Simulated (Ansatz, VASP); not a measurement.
# Two plane-wave programs on LaScAs2

The input INCAR:

```
SYSTEM = LaScAs2
PREC     = Accurate       ! precision mode
ENCUT    = 520            ! plane-wave cutoff, eV
EDIFF    = 1E-7           ! SCF threshold, eV
ISMEAR   = -1             ! smearing method
SIGMA    = 0.02           ! smearing width, eV
LREAL    = .False.        ! projectors in reciprocal space
LASPH    = .True.         ! aspherical terms in the spheres
NELM     = 80             ! most SCF steps
ALGO     = Normal         ! electronic algorithm
ISIF     = 2              ! what is computed and relaxed
LWAVE    = .False.        ! write WAVECAR
LCHARG   = .False.        ! write CHGCAR
GGA      = PE             ! functional
NBANDS   = 24             ! bands
```

KPOINTS

```
Automatic mesh
0
Gamma
  8 8 8
  0 0 0
```

The input POSCAR:

```
LaScAs2
1.0
    2.0716804998      1.1960852942      6.7125783396
   -2.0716804998      1.1960852942      6.7125783396
    0.0000000000     -2.3921705885      6.7125783396
Sc La As
1 1 2
Direct
    1.0000000000      0.0000000000      0.0000000000
    0.5000000000      0.5000000000      0.5000000000
    0.2595488248      0.2595488248      0.2595488248
    0.7404511752      0.7404511752      0.7404511752
```

Input for Ansatz:

```yaml
crystal:
  lattice:
    - [2.0716804998, 1.1960852942, 6.7125783396]
    - [-2.0716804998, 1.1960852942, 6.7125783396]
    - [0.0, -2.3921705885, 6.7125783396]
  atoms:
    - { symbol: Sc, position: [1.0, 0.0, 0.0] }
    - { symbol: La, position: [0.5, 0.5, 0.5] }
    - { symbol: As, position: [0.2595488248, 0.2595488248, 0.2595488248] }
    - { symbol: As, position: [0.7404511752, 0.7404511752, 0.7404511752] }
kpoints:
  mp_grid: { grid: [8, 8, 8] }
  band_path:
    path:
      - [[0.0, 0.0, 0.0], [0.5, 0.5, 0.5], [0.8121665771059, 0.1878334228941, 0.5]]
      - [[0.5, -0.1878334228941, 0.1878334228941], [0.5, 2.169628729922e-16, 8.283553565751e-17], [0.0, 0.0, 0.0], [0.343916711447, -0.343916711447, -3.921285580075e-18]]
      - [[0.656083288553, 2.426430615974e-17, 0.343916711447], [0.5, -2.47854935649e-16, 0.5], [0.0, 0.0, 0.0]]
    npoints: 10
hamiltonian:
  xc: pbe
scf:
  occupations: { method: fermi_dirac, width: 0.02 }
  n_extra_bands: 5
output:
  forces: true
  stress: true
  eigenvalues: true
```

Alike in both runs: task single point; functional PBE; k mesh 8 × 8 × 8; occupations fermi-dirac, width 0.02 eV; no spin polarisation.

```csv
,VASP,Ansatz
version,VASP 6.6.1,Ansatz 0.2.0
potentials or method,"VASP PAW PBE potentials, release 64 (Sc_sv, La, As)","plane waves, PAW"
plane-wave cutoff (eV),520,420
valence electrons in the cell,32,52
```

|  | VASP | Ansatz | Ansatz less VASP |
| --- | --- | --- | --- |
| pressure (GPa) | 0.1 | 0.0 | -0.06 |
| traceless stress, the component that is largest in VASP (GPa) | -0.09 | -0.08 | +0.015 |
| rms of the force components (eV/Å) | 0.003 | 0.004 | +0.0015 |

Atom by atom the forces differ by 0.007 eV/Å (rms over components). With one functional, cell and mesh, what is left measures potentials, basis and numerics. VASP's potentials hold 32 valence electrons a cell and Ansatz's 52, so a difference there can come from the potentials and not from the codes.

Neither program's run includes spin-orbit coupling.
